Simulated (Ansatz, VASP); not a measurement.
# ZrS2 in VASP and in Ansatz

```
Zr S
1.0
     3.82138    0.00000    0.00000
    -1.91069    3.30941    0.00000
     0.00000    0.00000    6.09113
Zr S
1 2
Direct
  0.00000 0.00000 0.00000
  0.33333 0.66667 0.22643
  0.66667 0.33333 0.77357
```

Change from the starting cell: hydrostatic strain +4.0%.

Alike in both runs: task single point; functional HSE06; k mesh 6 × 6 × 4; no spin polarisation.

```csv
,VASP,Ansatz
version,VASP 6.6.1,Ansatz 0.2.0
potentials or method,"VASP PAW PBE potentials, release 64 (Zr_sv, S)","plane waves, PAW"
plane-wave cutoff (eV),400,420
occupations,"gaussian, width 0.01 eV",fixed
valence electrons in the cell,24,24
```

|  | VASP | Ansatz | Ansatz less VASP |
| --- | --- | --- | --- |
| gap on the k mesh at the Fermi level (eV) | 2.10 | 2.10 | +0.002 |
| pressure (GPa) | -4.2 | -4.1 | +0.09 |
| traceless stress, the component that is largest in VASP (GPa) | 3.55 | 3.51 | -0.042 |
| rms of the force components (eV/Å) | 0.084 | 0.086 | +0.0019 |

Atom by atom the forces differ by 0.002 eV/Å (rms over components). Ansatz's warnings: stress exchange threshold loose, stress scf threshold loose.
